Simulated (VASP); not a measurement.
Wanted: the native input for a VASP 6.6.1 run.

| Quantity | Value |
| --- | --- |
| Task | single point |
| Functional | PBEsol |
| Potentials or basis | VASP PAW PBE potentials, release 64 (C_h, Cl, O_h, Tl_d) |
| Cutoff | 1340 eV |
| k mesh | 4 × 4 × 2 |
| Occupations | methfessel-paxton, width 0.05 eV |
| Spin | no spin polarisation |
| Dipole correction | no |
| Further INCAR settings | ALGO = Normal; EDIFF = 1e-06; NBANDS = 47 |

The structure of TlCClO2 lies in POSCAR:

```
TlCClO2
1.0
    2.9887290000      2.9536660000      0.0000000000
    2.9887290000     -2.9536660000      0.0000000000
    0.8643680000      0.0000000000     -9.4393650000
C Cl O Tl
2 2 4 2
Direct
    0.6330000000      0.3670000000      0.5000000000
    0.3670000000      0.6330000000      0.5000000000
    0.2730000000      0.2730000000      0.8811000000
    0.7270000000      0.7270000000      0.1189000000
    0.7880000000      0.3280000000      0.6109000000
    0.6720000000      0.2120000000      0.3891000000
    0.2120000000      0.6720000000      0.3891000000
    0.3280000000      0.7880000000      0.6109000000
    0.7732000000      0.7732000000      0.7770000000
    0.2268000000      0.2268000000      0.2230000000
```

One way to write it, as run:

INCAR

```
SYSTEM = TlCClO2
PREC = Accurate ; ENCUT = 1340
EDIFF = 1E-6 ; ISMEAR = 1
SIGMA = 0.05 ; LREAL = .FALSE.
LASPH = .TRUE. ; NELM = 120
ALGO = Normal ; ISIF = 2
LWAVE = .FALSE. ; LCHARG = .FALSE.
GGA = PS ; NBANDS = 47
GGA_COMPAT = .FALSE.
```

KPOINTS

```
regular mesh
0
G
  4 4 2
  0 0 0
```

Potentials or basis: VASP PAW PBE potentials, release 64 (C_h, Cl, O_h, Tl_d).

Command:

```sh
$ cat potpaw_PBE.64/C_h/POTCAR potpaw_PBE.64/Cl/POTCAR potpaw_PBE.64/O_h/POTCAR potpaw_PBE.64/Tl_d/POTCAR > POTCAR
$ mpirun -np 1 vasp_std > vasp.out
```

Results of the run:

| Item | Value |
| --- | --- |
| Pressure | -4.0 GPa |
| Largest force | 1.016 eV/Å |
| Band gap on the k mesh | zero (bands 36 and 37 overlap by 0.68 eV) |

Caveat: the k points lie up to 0.37 Å⁻¹ apart, too coarse for converged energies and pressures of a metal; the PAW data sets were made with another functional, which shifts forces and pressure a little; spin-orbit coupling is left out, which moves the levels of the heavy elements.

Run time: 8.2 min on 1 thread of Intel(R) Xeon(R) Platinum 8259CL CPU @ 2.50GHz (Skylake/Cascade Lake), with other jobs on the host, peak memory 0.87 GiB.
